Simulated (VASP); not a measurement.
A run of VASP 6.6.1:

INCAR

```
ALGO = Normal
DIPOL = 0.5 0.5 0.500
EDIFF = 1E-6
ENCUT = 520
GGA = PE
IDIPOL = 3
ISIF = 2
ISMEAR = -1
LASPH = T
LCHARG = T
LDIPOL = T
LELF = T
LREAL = F
LVACPOTAV = T
LVHAR = T
LWAVE = F
NBANDS = 18
NELM = 100
PREC = Accurate
SIGMA = 0.05
```

File KPOINTS:

```
k-points
0
Gamma
  10 7 1
```

File POSCAR:

```
ZnAu
1.0
    3.1866735461      0.0000000000      0.0000000000
    0.0000000000      4.5066369477      0.0000000000
    0.0000000000      0.0000000000     22.0000000000
Zn Au
1 1
Direct
    0.7500000000      0.2500000000      0.5000000000
    0.2500000000      0.7500000000      0.5000000000
```

Potentials or basis: VASP PAW PBE potentials, release 64 (Zn, Au).

Launch:

```console
$ cat potpaw_PBE.64/Zn/POTCAR potpaw_PBE.64/Au/POTCAR > POTCAR
$ mpirun -np 1 vasp_std > vasp.out
```

Hardware: 1 thread of Intel(R) Xeon(R) Platinum 8259CL CPU @ 2.50GHz (Skylake/Cascade Lake), with other jobs on the host.

Task: How long does it take, and how much memory?

Result: Run time: 4.2 min on 1 thread of Intel(R) Xeon(R) Platinum 8259CL CPU @ 2.50GHz (Skylake/Cascade Lake), on a shared host, peak memory 0.46 GiB. Counts: scf iterations 20, k points 24.
